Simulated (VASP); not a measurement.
# Rb (Cmcm) in VASP: single point with PBEsol

Aim: the single point of Rb with PBEsol.

Everything below comes from runs of VASP 6.6.1. Logs are shortened: lines on timing, memory, paths and dates and some standing lists are left out, and cuts for length are marked.

**1. The cell of the first run**

Symmetry: Cmcm, No. 63, orthorhombic system. Conventional cell: a = 5.076 Å, b = 8.889 Å, c = 8.448 Å, α = 90.00°, β = 90.00°, γ = 90.00°.

**2. Single point, PBEsol**

File INCAR:

```
SYSTEM = Rb
ALGO = Fast ; EDIFF = 1E-6
ENCUT = 520 ; GGA = PS
ISIF = 2 ; ISMEAR = 0
LASPH = .TRUE. ; LCHARG = .FALSE.
LREAL = .FALSE. ; LWAVE = .FALSE.
NBANDS = 16 ; NELM = 80
PREC = Accurate ; SIGMA = 0.15
```

File KPOINTS:

```
k-points
0
G
  12 12 6
  0 0 0
```

File POSCAR:

```
Rb
1.0
    2.5381762600     -4.4447189800      0.0000000000
    2.5381762600      4.4447189800      0.0000000000
    0.0000000000      0.0000000000      8.4480028000
Rb
2
Direct
    0.8397112600      0.1602887400      0.7500000000
    0.1602887400      0.8397112600      0.2500000000
```

Potentials or basis: VASP PAW PBE potentials, release 64 (Rb_sv).

Run with:

```console
$ cat potpaw_PBE.64/Rb_sv/POTCAR > POTCAR
$ mpirun -np 1 vasp_std > vasp.out
```

OUTCAR:

```text
SYSTEM = Rb
   EDIFF = 1E-6
   ENCUT = 520
   GGA = PS
   ISIF = 2
   ISMEAR = 0
   LASPH = .TRUE.
   LREAL = .FALSE.
   NELM = 80
   PREC = Accurate

 ion  position               nearest neighbor table
   1  0.840  0.160  0.750-   2 5.10   2 5.10   2 5.18   2 5.18   2 5.18   2 5.18
   2  0.160  0.840  0.250-   1 5.10   1 5.10   1 5.18   1 5.18   1 5.18   1 5.18

  LATTYP: Found a base centered orthorhombic cell.
 ALAT       =     5.0763525200
 B/A-ratio  =     1.7511466993
 C/A-ratio  =     1.6641875769

  Lattice vectors:

 A1 = (   2.5381762600,  -4.4447189800,   0.0000000000)
 A2 = (   2.5381762600,   4.4447189800,   0.0000000000)
 A3 = (   0.0000000000,   0.0000000000,   8.4480028000)

Analysis of symmetry for initial positions (statically):
=====================================================================
 Subroutine PRICEL returns:
 Original cell was already a primitive cell.

 Routine SETGRP: Setting up the symmetry group for a
 base centered orthorhombic supercell.

 Subroutine GETGRP returns: Found  8 space group operations
 (whereof  4 operations were pure point group operations)
 out of a pool of  8 trial point group operations.

The static configuration has the point symmetry C_2h.
 The point group associated with its full space group is D_2h.

Analysis of symmetry for dynamics (positions and initial velocities):
=====================================================================
 Subroutine PRICEL returns:
 Original cell was already a primitive cell.

 Routine SETGRP: Setting up the symmetry group for a
 base centered orthorhombic supercell.

 Subroutine GETGRP returns: Found  8 space group operations
 (whereof  4 operations were pure point group operations)
 out of a pool of  8 trial point group operations.

The dynamic configuration has the point symmetry C_2h.
 The point group associated with its full space group is D_2h.

 Subroutine INISYM returns: Found  8 space group operations
 (whereof  4 operations are pure point group operations),
 and found     1 'primitive' translations

----------------------------------------------------------------------------------------

                                     Primitive cell

  volume of cell :     190.6120

  direct lattice vectors                    reciprocal lattice vectors
     2.538176260 -4.444718980  0.000000000     0.196991835 -0.112493051  0.000000000
     2.538176260  4.444718980  0.000000000     0.196991835  0.112493051  0.000000000
     0.000000000  0.000000000  8.448002800     0.000000000  0.000000000  0.118371173

  length of vectors
     5.118385052  5.118385052  8.448002800     0.226849002  0.226849002  0.118371173

  position of ions in fractional coordinates (direct lattice)
     0.839711260  0.160288740  0.750000000
     0.160288740  0.839711260  0.250000000

  ion indices of the primitive-cell ions
   primitive index   ion index
                 1           1
                 2           2

----------------------------------------------------------------------------------------

 KPOINTS: k-points

Automatic generation of k-mesh.
 Grid dimensions read from file:
 generate k-points for:   12   12    6

 Generating k-lattice:

  Cartesian coordinates                     Fractional coordinates (reciprocal lattice)
     0.016415986 -0.009374421  0.000000000     0.083333333  0.000000000  0.000000000
     0.016415986  0.009374421  0.000000000     0.000000000  0.083333333  0.000000000
     0.000000000  0.000000000  0.019728529     0.000000000  0.000000000  0.166666667

  Length of vectors
     0.018904084  0.018904084  0.019728529

  Shift w.r.t. Gamma in fractional coordinates (k-lattice)
     0.000000000  0.000000000  0.000000000

 Subroutine IBZKPT returns following result:
 ===========================================

 Found    172 irreducible k-points:

 Following reciprocal coordinates:
            Coordinates               Weight
  0.000000  0.000000  0.000000      1.000000
  0.083333 -0.000000  0.000000      4.000000
  0.166667  0.000000  0.000000      4.000000
  0.250000 -0.000000  0.000000      4.000000
  0.333333  0.000000  0.000000      4.000000
  0.416667 -0.000000  0.000000      4.000000
[... 16 lines left out ...]
  0.500000  0.166667  0.000000      4.000000
 -0.416667  0.166667  0.000000      4.000000
 [... further k-points ...]
   k-points           NKPTS =    172   k-points in BZ     NKDIM =    172   number of bands    NBANDS=     16
   number of dos      NEDOS =    301   number of ions     NIONS =      2
   total plane-waves  NPLWV = 102400
   dimension x,y,z NGX =    40 NGY =   40 NGZ =   64
   dimension x,y,z NGXF=    80 NGYF=   80 NGZF=  128
   ions per type =               2
   NGX,Y,Z   is equivalent  to a cutoff of  12.99, 12.99, 12.59 a.u.
   NGXF,Y,Z  is equivalent  to a cutoff of  25.98, 25.98, 25.19 a.u.
 SYSTEM =  Rb
   PREC   = accura    normal or accurate (medium, high low for compatibility)
   ISTART =      0    job   : 0-new  1-cont  2-samecut
   ICHARG =      2    charge: 1-file 2-atom 10-const
   ISPIN  =      1    spin polarized calculation?
   LNONCOLLINEAR =      F non collinear calculations
   LSORBIT =      F    spin-orbit coupling
   LASPH  =      T    aspherical Exc in radial PAW
   ENCUT  =  520.0 eV  38.22 Ry    6.18 a.u.   9.52  9.52 15.71*2*pi/ulx,y,z
   NELM   =     80;   NELMIN=  2; NELMDL= -5     # of ELM steps
   EDIFF  = 0.1E-05   stopping-criterion for ELM
   LREAL  =      F    real-space projection
   EDIFFG = 0.1E-04   stopping-criterion for IOM
   NSW    =      0    number of steps for IOM
   IBRION =     -1    ionic relax: 0-MD 1-quasi-New 2-CG
   NFREE  =      0    steps in history (QN), initial steepest desc. (CG)
   ISIF   =      2    stress and relaxation
   ISYM   =      2    0-nonsym 1-usesym 2-fastsym
   POTIM  = 0.5000    time-step for ionic-motion
   TEBEG  =    0.0;   TEEND  =   0.0 temperature during run
   PSTRESS=    0.0 pullay stress
   NELECT =      18.0000    total number of electrons
   NUPDOWN=      -1.0000    fix difference up-down
   EMIN   =  10.00;   EMAX   =-10.00  energy-range for DOS
   EFERMI =   0.00;   METHOD = LEGACY
   ISMEAR =     0;   SIGMA  =   0.15  broadening in eV -4-tet -1-fermi 0-gaus
   EFERMI_NEDOS =   21; number of points for ismear=-14 and -15
   IALGO  =     68    algorithm
   IMIX   =      4    mixing-type and parameters
     AMIX     =   0.40;   BMIX     =  1.00
     AMIX_MAG =   1.60;   BMIX_MAG =  1.00
  volume/ion in A,a.u.               =      95.31       643.16
  Fermi-wavevector in a.u.,A,eV,Ry     =   0.745502  1.408795  7.561759  0.555774
  Thomas-Fermi vector in A             =   1.841104
   LORBIT       =      0    0 simple, 1 ext, 2 COOP (PROOUT), +10 PAW based schemes
   GGA     = PS    functional components
   LHFCALC =     F    Hartree Fock is set to
   AEXX    =    0.0000 exact exchange contribution
   IVDW    =     0    specifies the selected vdW correction
   LEPSILON=     F    determine dielectric tensor
   LRPA    =     F    only Hartree local field effects (RPA)
 non-spin polarized calculation
 RMM-DIIS sequential band-by-band and
 Gauss-broadening in eV      SIGMA  =   0.15
  energy-cutoff  :      520.00
  volume of cell :      190.61
 maximum number of plane-waves:      5203
 NGX is ok and might be reduce to    40
   NGX = 19   NGY = 19   NGZ = 31

 number of electron      18.0000000 magnetization

 Free energy of the ion-electron system (eV)
  ---------------------------------------------------
  ext. energy  EPLUGINS =         0.00000000
  ---------------------------------------------------
  free energy    TOTEN  =        -2.04802911 eV

  energy without entropy =       -2.02775321  energy(sigma->0) =       -2.03789116

 E-fermi :  -0.1611     XC(G=0):  -5.4064

 val. band max:       -0.1700180710   @ k =   0.5000   0.3333   0.3333
 cond. band min:      -0.1594822311   @ k =   0.5000   0.1667   0.3333
 fundamental gap:      0.0105358399
 Fermi energy:        -0.1610738353

 k-point     1 :       0.0000    0.0000    0.0000
  band No.  band energies     occupation
      1     -29.0297      2.00000
      2     -29.0269      2.00000
      3     -13.1599      2.00000
      4     -13.0933      2.00000
      5     -13.0903      2.00000
      6     -13.0820      2.00000
[... 8 lines left out ...]
     15       3.6886      0.00000
     16       3.6891      0.00000

 k-point     2 :       0.0833   -0.0000    0.0000
  band No.  band energies     occupation
      1     -29.0295      2.00000
      2     -29.0268      2.00000
      3     -13.1581      2.00000
      4     -13.0960      2.00000
      5     -13.0933      2.00000
      6     -13.0859      2.00000
[... 8 lines left out ...]
     15       3.5087      0.00000
     16       3.7638      0.00000

 k-point     3 :       0.1667    0.0000    0.0000
  band No.  band energies     occupation
      1     -29.0290      2.00000
      2     -29.0265      2.00000
      3     -13.1532      2.00000
      4     -13.1074      2.00000
      5     -13.0980      2.00000
      6     -13.0973      2.00000
[... 8 lines left out ...]
     15       3.5035      0.00000
     16       3.6850      0.00000

 k-point     4 :       0.2500   -0.0000    0.0000
  band No.  band energies     occupation
      1     -29.0283      2.00000
      2     -29.0261      2.00000
      3     -13.1458      2.00000
      4     -13.1239      2.00000
      5     -13.1140      2.00000
      6     -13.1023      2.00000
[... 8 lines left out ...]
     15       3.5629      0.00000
     16       3.6458      0.00000
[... 324 lines left out ...]
 k-point    22 :       0.4167    0.1667    0.0000
  band No.  band energies     occupation
      1     -29.0264      2.00000
      2     -29.0256      2.00000
      3     -13.1519      2.00000
      4     -13.1401      2.00000
      5     -13.1227      2.00000
      6     -13.1202      2.00000
[... 8 lines left out ...]
     15       2.6968      0.00000
     16       3.1209      0.00000

 k-point    23 :       0.5000    0.1667    0.0000
  band No.  band energies     occupation
      1     -29.0266      2.00000
      2     -29.0256      2.00000
      3     -13.1478      2.00000
      4     -13.1378      2.00000
      5     -13.1256      2.00000
      6     -13.1177      2.00000
[... 8 lines left out ...]
     15       2.7212      0.00000
     16       3.2698      0.00000

 k-point    24 :      -0.4167    0.1667    0.0000
  band No.  band energies     occupation
      1     -29.0272      2.00000
      2     -29.0258      2.00000
      3     -13.1377      2.00000
      4     -13.1330      2.00000
      5     -13.1327      2.00000
      6     -13.1108      2.00000
[... 8 lines left out ...]
     15       2.8261      0.00000
     16       3.5525      0.00000

 [... further k-points ...]

------------------------ aborting loop because EDIFF is reached ----------------------------------------

  FORCE on cell =-STRESS in cart. coord.  units (eV):
  Direction    XX          YY          ZZ          XY          YZ          ZX
  --------------------------------------------------------------------------------------
  -------------------------------------------------------------------------------------
  Total       -0.2573624     -0.2544487     -0.3231310      0.0000000      0.0000000      0.0000000
  in kB       -2.1632440     -2.1387537     -2.7160586      0.0000000      0.0000000      0.0000000
  external PRESSURE =      -2.3393521 kB  Pullay stress =       0.0000000 kB

 VOLUME and BASIS-vectors are now :
 -----------------------------------------------------------------------------
  energy-cutoff  :      520.00
  volume of cell :      190.61
      direct lattice vectors                 reciprocal lattice vectors
     2.538176260 -4.444718980  0.000000000     0.196991835 -0.112493051  0.000000000
     2.538176260  4.444718980  0.000000000     0.196991835  0.112493051  0.000000000
     0.000000000  0.000000000  8.448002800     0.000000000  0.000000000  0.118371173

 POSITION                                       TOTAL-FORCE (eV/Angst)
 -----------------------------------------------------------------------------------
      2.53818     -3.01984      6.33600         0.000000      0.004208      0.000000
      2.53818      3.01984      2.11200         0.000000     -0.004208      0.000000
 -----------------------------------------------------------------------------------
    total drift:                               -0.000000     -0.000000     -0.000000

  FREE ENERGIE OF THE ION-ELECTRON SYSTEM (eV)
  ---------------------------------------------------
  free  energy   TOTEN  =        -2.0480291101 eV

  energy  without entropy=       -2.0277532150  energy(sigma->0) =       -2.03789116
```

Wall time 6 min (1 thread of Intel Xeon Platinum 8488C (Sapphire Rapids), shared host); peak memory 0.59 GiB.

Results:

| Property | Result |
| --- | --- |
| Free energy | -2.0480 eV |
| Pressure | -0.2 GPa |
| Largest force | 0.004 eV/Å |
| Band gap on the k mesh | zero (bands 9 and 10 overlap by 2.35 eV) |

Forces in eV/Å, atoms in the order of the input:
```
Rb   0.000  0.004  0.000
Rb   0.000 -0.004  0.000
```

Levels at points of the mesh, in eV from the Fermi level:
| k point | band 7 | band 8 | band 9 | band 10 | band 11 | band 12 |
| --- | --- | --- | --- | --- | --- | --- |
| (0.00, 0.00, 0.00) | -12.92 | -12.92 | -1.90 | 0.11 | 0.61 | 3.41 |
| (0.50, 0.00, 0.00) | -12.94 | -12.93 | 0.06 | 0.34 | 1.31 | 1.57 |
| (0.50, 0.50, 0.00) | -12.94 | -12.93 | 0.06 | 0.29 | 1.35 | 1.60 |
| (0.00, 0.00, 0.50) | -12.92 | -12.92 | -1.27 | -1.27 | 2.25 | 2.25 |
| (0.50, 0.00, 0.50) | -12.94 | -12.94 | 0.44 | 0.44 | 0.89 | 0.89 |
| (0.50, 0.50, 0.50) | -12.94 | -12.94 | 0.41 | 0.41 | 0.88 | 0.88 |

Caveat: the PAW data sets were made with another functional, which shifts forces and pressure a little.
